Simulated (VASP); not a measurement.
# SnSe (Fm-3m) in VASP: single point with PBEsol

Aim: the single point of SnSe with PBEsol.

Program: VASP 6.6.1. These are calculated values, not measurements. Logs are shortened: lines on timing, memory, paths and dates and some standing lists are left out, and cuts for length are marked.

### 1 The cell of the first run

Symmetry: Fm-3m, No. 225, cubic system. Conventional cell: a = 6.020 Å, b = 6.020 Å, c = 6.020 Å, α = 90.00°, β = 90.00°, γ = 90.00°. Within 4.0 Å of Sn (site symmetry m-3m) lie 6 Se at 3.01 Å. Within 4.0 Å of Se (site symmetry m-3m) lie 6 Sn at 3.01 Å.

### 2 Single point, PBEsol

INCAR

```
PREC = Accurate
ENCUT = 520
EDIFF = 1E-7
ISMEAR = 0
SIGMA = 0.01
LREAL = False
LASPH = True
NELM = 80
ALGO = Normal
ISIF = 2
LWAVE = False
LCHARG = False
GGA = PS
NBANDS = 17
```

KPOINTS

```
Automatic mesh
0
Gamma
  6 6 6
```

POSCAR

```
SnSe
1.0
    0.0000000000      3.0100000000      3.0100000000
    3.0100000000      0.0000000000      3.0100000000
    3.0100000000      3.0100000000      0.0000000000
Sn Se
1 1
Direct
    0.0000000000      0.0000000000      0.0000000000
    0.5000000000      0.5000000000      0.5000000000
```

Potentials or basis: VASP PAW PBE potentials, release 64 (Sn_d, Se).

Command:

```
$ cat potpaw_PBE.64/Sn_d/POTCAR potpaw_PBE.64/Se/POTCAR > POTCAR
$ mpirun -np 1 vasp_std > vasp.out
```

OUTCAR:

```text
PREC = Accurate
   ENCUT = 520
   EDIFF = 1E-7
   ISMEAR = 0
   LREAL = False
   LASPH = True
   NELM = 80
   ISIF = 2
   GGA = PS

 ion  position               nearest neighbor table
   1  0.000  0.000  0.000-   2 3.01   2 3.01   2 3.01   2 3.01   2 3.01   2 3.01
   2  0.500  0.500  0.500-   1 3.01   1 3.01   1 3.01   1 3.01   1 3.01   1 3.01

  LATTYP: Found a face centered cubic cell.
 ALAT       =     6.0200000000

  Lattice vectors:

 A1 = (   0.0000000000,   3.0100000000,   3.0100000000)
 A2 = (   3.0100000000,   0.0000000000,   3.0100000000)
 A3 = (   3.0100000000,   3.0100000000,   0.0000000000)

Analysis of symmetry for initial positions (statically):
=====================================================================
 Subroutine PRICEL returns:
 Original cell was already a primitive cell.

 Routine SETGRP: Setting up the symmetry group for a
 face centered cubic supercell.

 Subroutine GETGRP returns: Found 48 space group operations
[... 9 lines left out ...]

 Routine SETGRP: Setting up the symmetry group for a
 face centered cubic supercell.

 Subroutine GETGRP returns: Found 48 space group operations
[... 11 lines left out ...]
                                     Primitive cell

  volume of cell :      54.5418

  direct lattice vectors                    reciprocal lattice vectors
     0.000000000  3.010000000  3.010000000    -0.166112957  0.166112957  0.166112957
     3.010000000  0.000000000  3.010000000     0.166112957 -0.166112957  0.166112957
     3.010000000  3.010000000  0.000000000     0.166112957  0.166112957 -0.166112957

  length of vectors
     4.256782823  4.256782823  4.256782823     0.287716081  0.287716081  0.287716081

  position of ions in fractional coordinates (direct lattice)
     0.000000000  0.000000000  0.000000000
     0.500000000  0.500000000  0.500000000

  ion indices of the primitive-cell ions
   primitive index   ion index
                 1           1
                 2           2

----------------------------------------------------------------------------------------

 KPOINTS: Automatic mesh

Automatic generation of k-mesh.
 Grid dimensions read from file:
 generate k-points for:    6    6    6

 Generating k-lattice:

  Cartesian coordinates                     Fractional coordinates (reciprocal lattice)
    -0.027685493  0.027685493  0.027685493     0.166666667  0.000000000  0.000000000
     0.027685493 -0.027685493  0.027685493     0.000000000  0.166666667  0.000000000
     0.027685493  0.027685493 -0.027685493     0.000000000  0.000000000  0.166666667

  Length of vectors
     0.047952680  0.047952680  0.047952680

  Shift w.r.t. Gamma in fractional coordinates (k-lattice)
     0.000000000  0.000000000  0.000000000

 Subroutine IBZKPT returns following result:
 ===========================================

 Found     16 irreducible k-points:

 Following reciprocal coordinates:
            Coordinates               Weight
  0.000000  0.000000  0.000000      1.000000
  0.166667  0.000000  0.000000      8.000000
  0.333333  0.000000  0.000000      8.000000
  0.500000  0.000000  0.000000      4.000000
  0.166667  0.166667  0.000000      6.000000
  0.333333  0.166667  0.000000     24.000000
[... 8 lines left out ...]
 -0.333333  0.333333  0.166667     24.000000
 -0.333333  0.500000  0.166667     12.000000
   k-points           NKPTS =     16   k-points in BZ     NKDIM =     16   number of bands    NBANDS=     17
   number of dos      NEDOS =    301   number of ions     NIONS =      2
   total plane-waves  NPLWV =  32768
   dimension x,y,z NGX =    32 NGY =   32 NGZ =   32
   dimension x,y,z NGXF=    64 NGYF=   64 NGZF=   64
   ions per type =               1   1
   NGX,Y,Z   is equivalent  to a cutoff of  12.50, 12.50, 12.50 a.u.
   NGXF,Y,Z  is equivalent  to a cutoff of  24.99, 24.99, 24.99 a.u.
 SYSTEM =  unknown system
   PREC   = accura    normal or accurate (medium, high low for compatibility)
   ISTART =      0    job   : 0-new  1-cont  2-samecut
   ICHARG =      2    charge: 1-file 2-atom 10-const
   ISPIN  =      1    spin polarized calculation?
   LNONCOLLINEAR =      F non collinear calculations
   LSORBIT =      F    spin-orbit coupling
   LASPH  =      T    aspherical Exc in radial PAW
   ENCUT  =  520.0 eV  38.22 Ry    6.18 a.u.   7.91  7.91  7.91*2*pi/ulx,y,z
   NELM   =     80;   NELMIN=  2; NELMDL= -5     # of ELM steps
   EDIFF  = 0.1E-06   stopping-criterion for ELM
   LREAL  =      F    real-space projection
   EDIFFG = 0.1E-05   stopping-criterion for IOM
   NSW    =      0    number of steps for IOM
   IBRION =     -1    ionic relax: 0-MD 1-quasi-New 2-CG
   NFREE  =      0    steps in history (QN), initial steepest desc. (CG)
   ISIF   =      2    stress and relaxation
   ISYM   =      2    0-nonsym 1-usesym 2-fastsym
   POTIM  = 0.5000    time-step for ionic-motion
   TEBEG  =    0.0;   TEEND  =   0.0 temperature during run
   PSTRESS=    0.0 pullay stress
   NELECT =      20.0000    total number of electrons
   NUPDOWN=      -1.0000    fix difference up-down
   EMIN   =  10.00;   EMAX   =-10.00  energy-range for DOS
   EFERMI =   0.00;   METHOD = LEGACY
   ISMEAR =     0;   SIGMA  =   0.01  broadening in eV -4-tet -1-fermi 0-gaus
   EFERMI_NEDOS =   21; number of points for ismear=-14 and -15
   IALGO  =     38    algorithm
   IMIX   =      4    mixing-type and parameters
     AMIX     =   0.40;   BMIX     =  1.00
     AMIX_MAG =   1.60;   BMIX_MAG =  1.00
  volume/ion in A,a.u.               =      27.27       184.03
  Fermi-wavevector in a.u.,A,eV,Ry     =   1.171768  2.214321 18.681350  1.373040
  Thomas-Fermi vector in A             =   2.308207
   LORBIT       =      0    0 simple, 1 ext, 2 COOP (PROOUT), +10 PAW based schemes
   GGA     = PS    functional components
   LHFCALC =     F    Hartree Fock is set to
   AEXX    =    0.0000 exact exchange contribution
   IVDW    =     0    specifies the selected vdW correction
   LEPSILON=     F    determine dielectric tensor
   LRPA    =     F    only Hartree local field effects (RPA)
 non-spin polarized calculation
 Gauss-broadening in eV      SIGMA  =   0.01
  energy-cutoff  :      520.00
  volume of cell :       54.54
 maximum number of plane-waves:      1484
   NGX = 15   NGY = 15   NGZ = 15

 number of electron      20.0000005 magnetization

 Free energy of the ion-electron system (eV)
  ---------------------------------------------------
  ext. energy  EPLUGINS =         0.00000000
  ---------------------------------------------------
  free energy    TOTEN  =        -8.99269597 eV

  energy without entropy =       -8.99269597  energy(sigma->0) =       -8.99269597

 E-fermi :   5.4548     XC(G=0):  -9.7816

 val. band max:        5.3508894998   @ k =   0.5000   0.0000   0.0000
 cond. band min:       5.9963849703   @ k =   0.5000   0.0000   0.0000
 fundamental gap:      0.6454954706
 Fermi energy:         5.4548348509

 k-point     1 :       0.0000    0.0000    0.0000
  band No.  band energies     occupation
      1     -16.0512      2.00000
      2     -16.0512      2.00000
      3     -16.0512      2.00000
      4     -16.0510      2.00000
      5     -16.0510      2.00000
      6      -8.4522      2.00000
[... 9 lines left out ...]
     16      11.2411      0.00000
     17      13.5030      0.00000

 k-point     2 :       0.1667    0.0000    0.0000
  band No.  band energies     occupation
      1     -16.0530      2.00000
      2     -16.0530      2.00000
      3     -16.0505      2.00000
      4     -16.0478      2.00000
      5     -16.0478      2.00000
      6      -8.2611      2.00000
[... 9 lines left out ...]
     16      11.8718      0.00000
     17      15.2392      0.00000

 k-point     3 :       0.3333    0.0000    0.0000
  band No.  band energies     occupation
      1     -16.0571      2.00000
      2     -16.0571      2.00000
      3     -16.0493      2.00000
      4     -16.0412      2.00000
      5     -16.0412      2.00000
      6      -7.8035      2.00000
[... 9 lines left out ...]
     16      13.5093      0.00000
     17      17.1662      0.00000

 k-point     4 :       0.5000    0.0000    0.0000
  band No.  band energies     occupation
      1     -16.0591      2.00000
      2     -16.0591      2.00000
      3     -16.0487      2.00000
      4     -16.0379      2.00000
      5     -16.0379      2.00000
      6      -7.5156      2.00000
[... 9 lines left out ...]
     16      15.6123      0.00000
     17      15.6123      0.00000

 k-point     5 :       0.1667    0.1667    0.0000
  band No.  band energies     occupation
      1     -16.0563      2.00000
      2     -16.0528      2.00000
      3     -16.0490      2.00000
      4     -16.0468      2.00000
      5     -16.0468      2.00000
      6      -8.1973      2.00000
[... 9 lines left out ...]
     16      12.9372      0.00000
     17      13.9293      0.00000

 k-point     6 :       0.3333    0.1667    0.0000
  band No.  band energies     occupation
      1     -16.0615      2.00000
      2     -16.0521      2.00000
      3     -16.0511      2.00000
      4     -16.0427      2.00000
      5     -16.0403      2.00000
      6      -7.8252      2.00000
[... 9 lines left out ...]
     16      14.4217      0.00000
     17      16.0072      0.00000
[... 121 lines left out ...]
 k-point    13 :       0.5000    0.5000    0.0000
  band No.  band energies     occupation
      1     -16.0801      2.00000
      2     -16.0579      2.00000
      3     -16.0432      2.00000
      4     -16.0332      2.00000
      5     -16.0332      2.00000
      6      -7.2364      2.00000
[... 9 lines left out ...]
     16      16.9772      0.00000
     17      18.0413      0.00000

 k-point    14 :       0.5000    0.3333    0.1667
  band No.  band energies     occupation
      1     -16.0663      2.00000
      2     -16.0511      2.00000
      3     -16.0508      2.00000
      4     -16.0396      2.00000
      5     -16.0380      2.00000
      6      -7.4846      2.00000
[... 9 lines left out ...]
     16      15.3478      0.00000
     17      15.8545      0.00000

 k-point    15 :      -0.3333    0.3333    0.1667
  band No.  band energies     occupation
      1     -16.0677      2.00000
      2     -16.0522      2.00000
      3     -16.0454      2.00000
      4     -16.0441      2.00000
      5     -16.0354      2.00000
      6      -7.2898      2.00000
[... 9 lines left out ...]
     16      16.8197      0.00000
     17      16.8237      0.00000

 k-point    16 :      -0.3333    0.5000    0.1667
  band No.  band energies     occupation
      1     -16.0736      2.00000
      2     -16.0519      2.00000
      3     -16.0477      2.00000
      4     -16.0395      2.00000
      5     -16.0332      2.00000
      6      -7.2152      2.00000
[... 9 lines left out ...]
     16      16.5659      0.00000
     17      18.1431      0.00000

------------------------ aborting loop because EDIFF is reached ----------------------------------------

  FORCE on cell =-STRESS in cart. coord.  units (eV):
  Direction    XX          YY          ZZ          XY          YZ          ZX
  --------------------------------------------------------------------------------------
  -------------------------------------------------------------------------------------
  Total       -0.7668789     -0.7668789     -0.7668789     -0.0000000      0.0000000      0.0000000
  in kB      -22.5272346    -22.5272346    -22.5272346     -0.0000000      0.0000000      0.0000000
  external PRESSURE =     -22.5272346 kB  Pullay stress =       0.0000000 kB

 VOLUME and BASIS-vectors are now :
 -----------------------------------------------------------------------------
  energy-cutoff  :      520.00
  volume of cell :       54.54
      direct lattice vectors                 reciprocal lattice vectors
     0.000000000  3.010000000  3.010000000    -0.166112957  0.166112957  0.166112957
     3.010000000  0.000000000  3.010000000     0.166112957 -0.166112957  0.166112957
     3.010000000  3.010000000  0.000000000     0.166112957  0.166112957 -0.166112957

 POSITION                                       TOTAL-FORCE (eV/Angst)
 -----------------------------------------------------------------------------------
      0.00000      0.00000      0.00000        -0.000000     -0.000000      0.000000
      3.01000      3.01000      3.01000         0.000000      0.000000     -0.000000
 -----------------------------------------------------------------------------------
    total drift:                                0.000000     -0.000000     -0.000000

  FREE ENERGIE OF THE ION-ELECTRON SYSTEM (eV)
  ---------------------------------------------------
  free  energy   TOTEN  =        -8.9926959682 eV

  energy  without entropy=       -8.9926959682  energy(sigma->0) =       -8.99269597
```

Wall time 15 s (1 thread of Intel Xeon 8259CL, shared host); peak memory 0.18 GiB.

Results:

- Free energy: -8.9927 eV
- Pressure: -2.3 GPa
- Band gap on the k mesh: 0.65 eV, direct

Caveat: the PAW data sets were made with another functional, which shifts forces and pressure a little; spin-orbit coupling is left out, which moves the levels of the heavy elements. A k mesh can miss the band edges.
